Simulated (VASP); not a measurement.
# C12N in VASP: a series of runs

The runs below take C12N through single point, with PBE.

Everything below comes from runs of VASP 6.6.1. Logs are shortened: lines on timing, memory, paths and dates and some standing lists are left out, and cuts for length are marked.

### 1 The cell of the first run

The cell holds a slab with vacuum, 26 atoms: a = 5.051 Å, b = 5.051 Å, c = 22.375 Å, α = 90.00°, β = 90.00°, γ = 90.00°.

### 2 Single point, PBE

The input, INCAR:

```
SYSTEM = C12N
  PREC = Accurate
  ENCUT = 520
  EDIFF = 1E-7
  ISMEAR = 0
  SIGMA = 0.05
  LREAL = Auto
  LASPH = .True.
  NELM = 80
  ALGO = Normal
  ISIF = 2
  LWAVE = .False.
  LCHARG = .False.
  LDIPOL = .True.
  IDIPOL = 3
  DIPOL = 0.5 0.5 0.290
  GGA = PE
  NBANDS = 72
```

The input, KPOINTS:

```
regular mesh
0
Gamma
  5 5 1
  0 0 0
```

The input, POSCAR:

```
C12N
1.0
    5.0509324483      0.0000000000      0.0000000000
    0.0000000000      5.0509324483      0.0000000000
    0.0000000000      0.0000000000     22.3754933530
C N
24 2
Direct
    0.0000000000      0.2500000000      0.1787670080
    0.0000000000      0.7500000000      0.1787670080
    0.5000000000      0.2500000000      0.1787670080
    0.5000000000      0.7500000000      0.1787670080
    0.0000000000      0.0000000000      0.2186716990
    0.0000000000      0.5000000000      0.2186716990
    0.5000000000      0.0000000000      0.2186716990
    0.5000000000      0.5000000000      0.2186716990
    0.2500000000      0.0000000000      0.2585763899
    0.2500000000      0.5000000000      0.2585763899
    0.7500000000      0.0000000000      0.2585763899
    0.7500000000      0.5000000000      0.2585763899
    0.2500000000      0.2500000000      0.2976014419
    0.2500000000      0.7500000000      0.2976014419
    0.7500000000      0.2500000000      0.2976014419
    0.7500000000      0.7500000000      0.2976014419
    0.0000000000      0.2500000000      0.3394883053
    0.0000000000      0.7500000000      0.3394883053
    0.5000000000      0.2500000000      0.3394883053
    0.5000000000      0.7500000000      0.3394883053
    0.0000000000      0.0000000000      0.3743154719
    0.0000000000      0.5000000000      0.3743154719
    0.5000000000      0.0000000000      0.3743154719
    0.5000000000      0.5000000000      0.3743154719
    0.6243796306      0.3750000000      0.4386715948
    0.8756203694      0.3750000000      0.4386715948
```

Potentials or basis: VASP PAW PBE potentials, release 64 (C, N).

Started as:

```bash
cat potpaw_PBE.64/C/POTCAR potpaw_PBE.64/N/POTCAR > POTCAR
mpirun -np 1 vasp_std > vasp.out
```

OUTCAR:

```text
SYSTEM = C12N
   PREC = Accurate
   ENCUT = 520
   EDIFF = 1E-7
   ISMEAR = 0
   LREAL = Auto
   LASPH = .True.
   NELM = 80
   ISIF = 2
   GGA = PE

 ion  position               nearest neighbor table
   1  0.000  0.250  0.179-   5 1.55   6 1.55
   2  0.000  0.750  0.179-   5 1.55   6 1.55
   3  0.500  0.250  0.179-   7 1.55   8 1.55
   4  0.500  0.750  0.179-   7 1.55   8 1.55
   5  0.000  0.000  0.219-   9 1.55  11 1.55   1 1.55   2 1.55
   6  0.000  0.500  0.219-  10 1.55  12 1.55   1 1.55   2 1.55
   7  0.500  0.000  0.219-   9 1.55  11 1.55   3 1.55   4 1.55
   8  0.500  0.500  0.219-  10 1.55  12 1.55   3 1.55   4 1.55
   9  0.250  0.000  0.259-  13 1.54  14 1.54   5 1.55   7 1.55
  10  0.250  0.500  0.259-  13 1.54  14 1.54   6 1.55   8 1.55
[... 8 lines left out ...]
  19  0.500  0.250  0.339-  23 1.48  24 1.48  13 1.57  15 1.57
  20  0.500  0.750  0.339-  23 1.48  24 1.48  14 1.57  16 1.57
  21  0.000  0.000  0.374-  17 1.48  18 1.48
  22  0.000  0.500  0.374-  17 1.48  18 1.48  26 1.69
  23  0.500  0.000  0.374-  19 1.48  20 1.48
  24  0.500  0.500  0.374-  19 1.48  20 1.48  25 1.69
  25  0.624  0.375  0.439-  26 1.27  24 1.69
  26  0.876  0.375  0.439-  25 1.27  22 1.69

  LATTYP: Found a simple tetragonal cell.
 ALAT       =     5.0509324483
 C/A-ratio  =     4.4299727985

  Lattice vectors:

 A1 = (   5.0509324483,   0.0000000000,   0.0000000000)
 A2 = (   0.0000000000,   5.0509324483,   0.0000000000)
 A3 = (   0.0000000000,   0.0000000000,  22.3754933530)

Analysis of symmetry for initial positions (statically):
=====================================================================
 Subroutine PRICEL returns:
 Original cell was already a primitive cell.

 Routine SETGRP: Setting up the symmetry group for a
 simple tetragonal supercell.

 Subroutine GETGRP returns: Found  2 space group operations
 (whereof  1 operations were pure point group operations)
 out of a pool of 16 trial point group operations.

The static configuration has the point symmetry C_1 .
 The point group associated with its full space group is C_1h.

Analysis of symmetry for dynamics (positions and initial velocities):
=====================================================================
 Subroutine PRICEL returns:
 Original cell was already a primitive cell.

 Routine SETGRP: Setting up the symmetry group for a
 simple tetragonal supercell.

 Subroutine GETGRP returns: Found  2 space group operations
 (whereof  1 operations were pure point group operations)
 out of a pool of 16 trial point group operations.

The dynamic configuration has the point symmetry C_1 .
 The point group associated with its full space group is C_1h.

 Subroutine INISYM returns: Found  2 space group operations
 (whereof  1 operations are pure point group operations),
 and found     1 'primitive' translations

----------------------------------------------------------------------------------------

                                     Primitive cell

  volume of cell :     570.8418

  direct lattice vectors                    reciprocal lattice vectors
     5.050932448  0.000000000  0.000000000     0.197983246  0.000000000  0.000000000
     0.000000000  5.050932448  0.000000000     0.000000000  0.197983246  0.000000000
     0.000000000  0.000000000 22.375493353     0.000000000  0.000000000  0.044691752

  length of vectors
     5.050932448  5.050932448 22.375493353     0.197983246  0.197983246  0.044691752

  position of ions in fractional coordinates (direct lattice)
     0.000000000  0.250000000  0.178767008
     0.000000000  0.750000000  0.178767008
     0.500000000  0.250000000  0.178767008
     0.500000000  0.750000000  0.178767008
     0.000000000  0.000000000  0.218671699
     0.000000000  0.500000000  0.218671699
[... 18 lines left out ...]
     0.624379631  0.375000000  0.438671595
     0.875620369  0.375000000  0.438671595

  ion indices of the primitive-cell ions
   primitive index   ion index
                 1           1
                 2           2
                 3           3
                 4           4
                 5           5
                 6           6
[... 18 lines left out ...]
                25          25
                26          26

----------------------------------------------------------------------------------------

 KPOINTS: regular mesh

Automatic generation of k-mesh.
 Grid dimensions read from file:
 generate k-points for:    5    5    1

 Generating k-lattice:

  Cartesian coordinates                     Fractional coordinates (reciprocal lattice)
     0.039596649  0.000000000  0.000000000     0.200000000  0.000000000  0.000000000
     0.000000000  0.039596649  0.000000000     0.000000000  0.200000000  0.000000000
     0.000000000  0.000000000  0.044691752     0.000000000  0.000000000  1.000000000

  Length of vectors
     0.039596649  0.039596649  0.044691752

  Shift w.r.t. Gamma in fractional coordinates (k-lattice)
     0.000000000  0.000000000  0.000000000

 Subroutine IBZKPT returns following result:
 ===========================================

 Found      9 irreducible k-points:

 Following reciprocal coordinates:
            Coordinates               Weight
  0.000000  0.000000  0.000000      1.000000
  0.200000  0.000000  0.000000      2.000000
  0.000000  0.200000  0.000000      2.000000
  0.400000  0.000000  0.000000      2.000000
  0.000000  0.400000  0.000000      2.000000
  0.200000  0.200000  0.000000      4.000000
  0.400000  0.200000  0.000000      4.000000
 -0.200000  0.400000  0.000000      4.000000
  0.400000  0.400000  0.000000      4.000000
   k-points           NKPTS =      9   k-points in BZ     NKDIM =      9   number of bands    NBANDS=     72
   number of dos      NEDOS =    301   number of ions     NIONS =     26
   total plane-waves  NPLWV = 268800
   dimension x,y,z NGX =    40 NGY =   40 NGZ =  168
   dimension x,y,z NGXF=    80 NGYF=   80 NGZF=  336
   ions per type =              24   2
   NGX,Y,Z   is equivalent  to a cutoff of  13.17, 13.17, 12.48 a.u.
   NGXF,Y,Z  is equivalent  to a cutoff of  26.33, 26.33, 24.96 a.u.
 SYSTEM =  C12N
   PREC   = accura    normal or accurate (medium, high low for compatibility)
   ISTART =      0    job   : 0-new  1-cont  2-samecut
   ICHARG =      2    charge: 1-file 2-atom 10-const
   ISPIN  =      1    spin polarized calculation?
   LNONCOLLINEAR =      F non collinear calculations
   LSORBIT =      F    spin-orbit coupling
   LASPH  =      T    aspherical Exc in radial PAW
   ENCUT  =  520.0 eV  38.22 Ry    6.18 a.u.   9.39  9.39 41.60*2*pi/ulx,y,z
   NELM   =     80;   NELMIN=  2; NELMDL= -5     # of ELM steps
   EDIFF  = 0.1E-06   stopping-criterion for ELM
   LREAL  =      T    real-space projection
   EDIFFG = 0.1E-05   stopping-criterion for IOM
   NSW    =      0    number of steps for IOM
   IBRION =     -1    ionic relax: 0-MD 1-quasi-New 2-CG
   NFREE  =      0    steps in history (QN), initial steepest desc. (CG)
   ISIF   =      2    stress and relaxation
   ISYM   =      2    0-nonsym 1-usesym 2-fastsym
   POTIM  = 0.5000    time-step for ionic-motion
   TEBEG  =    0.0;   TEEND  =   0.0 temperature during run
   PSTRESS=    0.0 pullay stress
   NELECT =     106.0000    total number of electrons
   NUPDOWN=      -1.0000    fix difference up-down
   EMIN   =  10.00;   EMAX   =-10.00  energy-range for DOS
   EFERMI =   0.00;   METHOD = LEGACY
   ISMEAR =     0;   SIGMA  =   0.05  broadening in eV -4-tet -1-fermi 0-gaus
   EFERMI_NEDOS =   21; number of points for ismear=-14 and -15
   IALGO  =     38    algorithm
   IMIX   =      4    mixing-type and parameters
     AMIX     =   0.40;   BMIX     =  1.00
     AMIX_MAG =   1.60;   BMIX_MAG =  1.00
  volume/ion in A,a.u.               =      21.96       148.16
  Fermi-wavevector in a.u.,A,eV,Ry     =   0.933981  1.764969 11.868650  0.872321
  Thomas-Fermi vector in A             =   2.060739
   LORBIT       =      0    0 simple, 1 ext, 2 COOP (PROOUT), +10 PAW based schemes
   GGA     = PE    functional components
   LHFCALC =     F    Hartree Fock is set to
   AEXX    =    0.0000 exact exchange contribution
   IVDW    =     0    specifies the selected vdW correction
   LEPSILON=     F    determine dielectric tensor
   LRPA    =     F    only Hartree local field effects (RPA)
 non-spin polarized calculation
 Gauss-broadening in eV      SIGMA  =   0.05
  energy-cutoff  :      520.00
  volume of cell :      570.84
 maximum number of plane-waves:     15407
 NGX is ok and might be reduce to    40
   NGX = 19   NGY = 19   NGZ = 83

 dipolmoment           0.000000      0.000000      0.069151 electrons x Angstroem

 number of electron     106.0000010 magnetization

 dipolmoment           0.000000      0.000000     -0.115567 electrons x Angstroem

 Free energy of the ion-electron system (eV)
  ---------------------------------------------------
  ext. energy  EPLUGINS =         0.00000000
  ---------------------------------------------------
  free energy    TOTEN  =      -207.99228158 eV

  energy without entropy =     -207.98400712  energy(sigma->0) =     -207.98814435

 E-fermi :  -2.7447     XC(G=0):  -4.4614

 val. band max:       -2.7613013789   @ k =   0.0000   0.0000   0.0000
 cond. band min:      -2.7414342264   @ k =   0.4000   0.0000   0.0000
 fundamental gap:      0.0198671526
 Fermi energy:        -2.7447219766

 k-point     1 :       0.0000    0.0000    0.0000
  band No.  band energies     occupation
      1     -23.7935      2.00000
      2     -23.2440      2.00000
      3     -20.8294      2.00000
      4     -19.3541      2.00000
      5     -19.3437      2.00000
      6     -19.2622      2.00000
[... 57 lines left out ...]
     64       2.0797      0.00000
     65       3.4014      0.00000

 k-point     2 :       0.2000    0.0000    0.0000
  band No.  band energies     occupation
      1     -23.7021      2.00000
      2     -23.1493      2.00000
      3     -20.7298      2.00000
      4     -20.6688      2.00000
      5     -19.1833      2.00000
      6     -19.0331      2.00000
[... 57 lines left out ...]
     64       2.9102      0.00000
     65       3.2636      0.00000

 k-point     3 :       0.0000    0.2000    0.0000
  band No.  band energies     occupation
      1     -23.7074      2.00000
      2     -23.1479      2.00000
      3     -20.7154      2.00000
      4     -20.6459      2.00000
      5     -19.1777      2.00000
      6     -19.0969      2.00000
[... 397 lines left out ...]
     64       4.1332      0.00000
     65       4.3070      0.00000

 k-point     9 :       0.4000    0.4000    0.0000
  band No.  band energies     occupation
      1     -23.5303      2.00000
      2     -22.0650      2.00000
      3     -21.2187      2.00000
      4     -21.1881      2.00000
      5     -20.3420      2.00000
      6     -19.5687      2.00000
[... 57 lines left out ...]
     64       4.0750      0.00000
     65       4.4062      0.00000
 [bands above 65 left out]

------------------------ aborting loop because EDIFF is reached ----------------------------------------

 vacuum level on the upper side and lower side of the slab       (xc-potential included)        -0.465         0.329

  FORCE on cell =-STRESS in cart. coord.  units (eV):
  Direction    XX          YY          ZZ          XY          YZ          ZX
  --------------------------------------------------------------------------------------
  -------------------------------------------------------------------------------------
  Total      -28.0607256     -5.0614127     -7.8026497      0.0000000      7.0028301      0.0000000
  in kB      -78.7578296    -14.2058294    -21.8996388      0.0000000     19.6547912      0.0000000
  external PRESSURE =     -38.2877659 kB  Pullay stress =       0.0000000 kB

 VOLUME and BASIS-vectors are now :
 -----------------------------------------------------------------------------
  energy-cutoff  :      520.00
  volume of cell :      570.84
      direct lattice vectors                 reciprocal lattice vectors
     5.050932448  0.000000000  0.000000000     0.197983246  0.000000000  0.000000000
     0.000000000  5.050932448  0.000000000     0.000000000  0.197983246  0.000000000
     0.000000000  0.000000000 22.375493353     0.000000000  0.000000000  0.044691752

 POSITION                                       TOTAL-FORCE (eV/Angst)
 -----------------------------------------------------------------------------------
      0.00000      1.26273      4.00000        -0.086496      0.022409      2.193449
      0.00000      3.78820      4.00000        -0.088769     -0.033000      2.168186
      2.52547      1.26273      4.00000         0.086496      0.022409      2.193449
      2.52547      3.78820      4.00000         0.088769     -0.033000      2.168186
      0.00000      0.00000      4.89289         0.081227     -0.017507     -2.561385
      0.00000      2.52547      4.89289         0.120122      0.017936     -2.575216
[... 18 lines left out ...]
      3.15370      1.89410      9.81549         3.064690      2.219998     -1.274605
      4.42270      1.89410      9.81549        -3.064690      2.219998     -1.274605
 -----------------------------------------------------------------------------------
    total drift:                                0.000000      0.000207      0.044126

  FREE ENERGIE OF THE ION-ELECTRON SYSTEM (eV)
  ---------------------------------------------------
  free  energy   TOTEN  =      -207.9922815812 eV

  energy  without entropy=     -207.9840071237  energy(sigma->0) =     -207.98814435

 vacuum level on the upper side and lower side of the slab         3.905         4.718
```

Wall time 6.4 min (1 thread of Intel Xeon 6975P-C (Granite Rapids), shared host); peak memory 0.66 GiB.

What came out:

* Free energy: -207.9923 eV
* Largest force: 3.993 eV/Å
* Band gap on the k mesh: zero (bands 53 and 54 overlap by 0.02 eV)

Forces in eV/Å, atoms in the order of the input:
```
C   -0.086  0.022  2.193
C   -0.089 -0.033  2.168
C    0.086  0.022  2.193
C    0.089 -0.033  2.168
C    0.081 -0.018 -2.561
C    0.120  0.018 -2.575
C   -0.081 -0.018 -2.561
C   -0.120  0.018 -2.575
C    0.000  0.031  0.172
C    0.000 -0.027  0.214
C    0.000  0.004  0.171
C    0.000 -0.023  0.310
C    0.000 -0.083  0.035
C    0.000 -0.404  0.203
C    0.000 -0.165 -0.211
C    0.000  0.088 -0.158
C    0.392 -0.423 -0.733
C   -0.218  0.736  0.477
C   -0.392 -0.423 -0.733
C    0.218  0.736  0.477
C   -0.004 -0.101 -0.013
C    1.580 -2.133  1.950
C    0.004 -0.101 -0.013
C   -1.580 -2.133  1.950
N    3.065  2.220 -1.275
N   -3.065  2.220 -1.275
```

Levels at points of the mesh, in eV from the Fermi level:
```csv
k point,band 51,band 52,band 53,band 54,band 55,band 56
"(0.00, 0.00, 0.00)",-0.82,-0.20,-0.09,-0.02,0.26,0.71
```

### 3 Single point, PBE

The input, INCAR:

```
SYSTEM = C12N
ALGO     = Normal         ! electronic algorithm
DIPOL    = 0.5 0.5 0.290
EDIFF    = 1E-6           ! SCF threshold, eV
ENCUT    = 520            ! plane-wave cutoff, eV
GGA      = PE             ! functional
IDIPOL   = 3            
ISIF     = 2              ! what is computed and relaxed
ISMEAR   = 0              ! smearing method
LASPH    = .TRUE.         ! aspherical terms in the spheres
LCHARG   = .FALSE.        ! write CHGCAR
LDIPOL   = .TRUE.       
LREAL    = Auto         
LWAVE    = .FALSE.        ! write WAVECAR
NBANDS   = 72             ! bands
NELM     = 80             ! most SCF steps
PREC     = Accurate       ! precision mode
SIGMA    = 0.05           ! smearing width, eV
```

The input, KPOINTS:

```
k-points
0
G
  5 5 1
  0 0 0
```

Changes to POSCAR since step 2:

```diff
@@ -32,3 +32,3 @@
     0.5000000000      0.5000000000      0.3743154719
-    0.6243796306      0.3750000000      0.4386715948
-    0.8756203694      0.3750000000      0.4386715948
+    0.5673604558      0.3750000000      0.4386715948
+    0.9326395442      0.3750000000      0.4386715948
```

Potentials or basis: VASP PAW PBE potentials, release 64 (C, N).

Started as:

```bash
cat potpaw_PBE.64/C/POTCAR potpaw_PBE.64/N/POTCAR > POTCAR
mpirun -np 1 vasp_std > vasp.out
```

Wall time 5.6 min (1 thread of Intel Xeon 6975P-C (Granite Rapids), shared host); peak memory 0.66 GiB.

It converged, with:

```yaml
Free_energy: -205.0490 eV
Largest_force: 4.931 eV/Å
Band_gap_on_the_k_mesh: zero (bands 53 and 54 overlap by 0.02 eV)
```

Forces in eV/Å, atoms in the order of the input:
```
C    0.082 -0.005  2.186
C    0.090 -0.010  2.187
C   -0.082 -0.005  2.186
C   -0.090 -0.010  2.187
C   -0.125 -0.015 -2.560
C   -0.082  0.047 -2.572
C    0.125 -0.015 -2.560
C    0.082  0.047 -2.572
C    0.000  0.053  0.213
C    0.000 -0.122  0.208
C    0.000  0.050  0.139
C    0.000 -0.078  0.240
C    0.000 -0.198 -0.326
C    0.000 -0.163  0.064
C    0.000 -0.120 -0.143
C    0.000  0.060  0.145
C    0.359 -0.243 -1.423
C   -0.035  0.508  0.698
C   -0.359 -0.243 -1.423
C    0.035  0.508  0.698
C   -0.327  0.883  0.378
C    1.172 -3.244  3.292
C    0.327  0.883  0.378
C   -1.172 -3.244  3.292
N    3.580  2.337 -2.456
N   -3.580  2.337 -2.456
```

Levels at points of the mesh, in eV from the Fermi level:
```tsv
k point	band 49	band 50	band 51	band 52	band 53	band 54	band 55	band 56	band 57	band 58
(0.00, 0.00, 0.00)	-1.16	-0.90	-0.46	-0.42	-0.18	0.19	0.49	0.52	1.23	1.81
```

### 4 Single point, PBE

The input, INCAR:

```
PREC     = Accurate       # precision mode
ENCUT    = 520            # plane-wave cutoff, eV
EDIFF    = 1E-6           # SCF threshold, eV
ISMEAR   = 0              # smearing method
SIGMA    = 0.05           # smearing width, eV
LREAL    = Auto         
LASPH    = T              # aspherical terms in the spheres
NELM     = 60             # most SCF steps
ALGO     = Normal         # electronic algorithm
ISIF     = 2              # what is computed and relaxed
LWAVE    = F              # write WAVECAR
LCHARG   = F              # write CHGCAR
LDIPOL   = T            
IDIPOL   = 3            
DIPOL    = 0.5 0.5 0.290
GGA      = PE             # functional
NBANDS   = 72             # bands
```

The input, KPOINTS:

```
Automatic mesh
0
Gamma
  5 5 1
```

Changes to POSCAR since step 3:

```diff
@@ -32,3 +32,3 @@
     0.5000000000      0.5000000000      0.3743154719
-    0.5673604558      0.3750000000      0.4386715948
-    0.9326395442      0.3750000000      0.4386715948
+    0.4942056465      0.3750000000      0.4386715948
+    1.0057943535      0.3750000000      0.4386715948
```

Started as:

```bash
cat potpaw_PBE.64/C/POTCAR potpaw_PBE.64/N/POTCAR > POTCAR
mpirun -np 1 vasp_std > vasp.out
```

It took 7.3 min on 1 thread of Intel Xeon 6975P-C (Granite Rapids), shared host; peak memory 0.65 GiB.

Results (log left out):

| Item | Value |
| --- | --- |
| Free energy | -204.0961 eV |
| Largest force | 5.821 eV/Å |
| Band gap on the k mesh | zero (bands 53 and 54 overlap by 0.08 eV) |

Forces on the atoms (eV/Å):
```
C   -0.013  0.014  2.208
C   -0.014 -0.024  2.200
C    0.013  0.014  2.208
C    0.014 -0.024  2.200
C    0.018 -0.035 -2.523
C    0.011  0.053 -2.547
C   -0.018 -0.035 -2.523
C   -0.011  0.053 -2.547
C    0.000  0.103  0.127
C    0.000 -0.121  0.082
C    0.000  0.115  0.121
C    0.000 -0.128  0.090
C    0.000  0.079 -0.239
C    0.000 -0.215  0.124
C    0.000  0.028 -0.294
C    0.000 -0.242  0.120
C   -0.091  0.044 -1.809
C    0.035  0.440  1.021
C    0.091  0.044 -1.809
C   -0.035  0.440  1.021
C    0.029  2.115  1.100
C   -0.165 -4.297  3.922
C   -0.029  2.115  1.100
C    0.165 -4.297  3.922
N   -0.190  1.881 -3.637
N    0.190  1.881 -3.637
```

Levels at points of the mesh, in eV from the Fermi level:
```
           k point  band 49  band 50  band 51  band 52  band 53  band 54  band 55  band 56  band 57  band 58
(0.00, 0.00, 0.00)    -1.21    -0.97    -0.85    -0.28    -0.27     0.12     0.32     0.47     0.57     0.84
```

[end of part 1 of 2]

The gap in the log of VASP goes by the Fermi energy; the results here count the filled bands.